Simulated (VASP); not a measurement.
Crystal: Rb.

```
Rb
1.0
     5.74000    0.00000    0.00000
     0.00000    4.64000    0.00000
     0.00000    0.00000   12.38000
Rb
4
Direct
  0.04700 0.25000 0.89300
  0.45300 0.75000 0.39300
  0.54700 0.25000 0.60700
  0.95300 0.75000 0.10700
```

```yaml
Program: VASP 6.6.1
Task: relaxation of cell and atoms
Functional: PBEsol
Potentials_or_basis: VASP PAW PBE potentials, release 64 (Rb_sv)
Cutoff: 600 eV
k_mesh: 4 × 4 × 2
Occupations: gaussian, width 0.1 eV
Spin: no spin polarisation
```

At the start: pressure 1.0 GPa; volume 82.43 Å³/atom.

Problem. Where does the relaxation end?

Solution. Over 18 steps the energy falls by 276.3 meV/atom and the volume is 90.34 Å³/atom (+9.6 %); space group Pnma (No. 62, to 0.1 Å) before and after.

Step by step:
| step | energy change (eV) | largest force (eV/Å) | pressure (GPa) | volume (Å³) |
| --- | --- | --- | --- | --- |
| 1 | 0.0000 | 0.7301 | 0.96 | 329.72 |
| 2 | -0.3467 | 0.5220 | 0.57 | 353.44 |
| 3 | -0.7299 | 0.1905 | -0.01 | 409.63 |
| 4 | -0.7722 | 0.1154 | -0.13 | 430.45 |
| 5 | -0.7849 | 0.0722 | -0.20 | 446.67 |
| 6 | -0.7859 | 0.0628 | -0.22 | 450.86 |
| 7 | -0.8327 | 0.0520 | -0.20 | 436.46 |
| 8 | -0.9600 | 0.0248 | -0.10 | 393.34 |
| 9 | -0.8684 | 0.0741 | 0.64 | 308.33 |
| 10 | -1.0089 | 0.0284 | 0.03 | 365.98 |
| 11 | -1.0120 | 0.0390 | 0.13 | 351.34 |
| 12 | -1.0529 | 0.0275 | 0.15 | 345.12 |
| 13 | -1.0616 | 0.0219 | 0.19 | 341.01 |
| 14 | -1.0926 | 0.0143 | 0.06 | 351.69 |
| 15 | -1.1018 | 0.0157 | -0.06 | 367.85 |
| 16 | -1.1037 | 0.0141 | -0.03 | 363.35 |
| 17 | -1.1037 | 0.0140 | -0.02 | 362.91 |
| 18 | -1.1053 | 0.0153 | -0.02 | 361.37 |

Final structure:
```cif
data_structure
_symmetry_space_group_name_H-M 'P 1'
_symmetry_Int_Tables_number 1
_cell_length_a 4.5774
_cell_length_b 4.5722
_cell_length_c 17.2666
_cell_angle_alpha 90.000
_cell_angle_beta 90.000
_cell_angle_gamma 90.000
_cell_volume 361.37
loop_
_atom_site_label
_atom_site_type_symbol
_atom_site_fract_x
_atom_site_fract_y
_atom_site_fract_z
_atom_site_occupancy
Rb1 Rb 0.06357 0.25000 0.87581 1
Rb2 Rb 0.43643 0.75000 0.37581 1
Rb3 Rb 0.56357 0.25000 0.62419 1
Rb4 Rb 0.93643 0.75000 0.12419 1
```

Caveat: a cell axis changed by over 15 % at a fixed basis, so the end point is rough; the PAW data sets were made with another functional, which shifts forces and pressure a little.
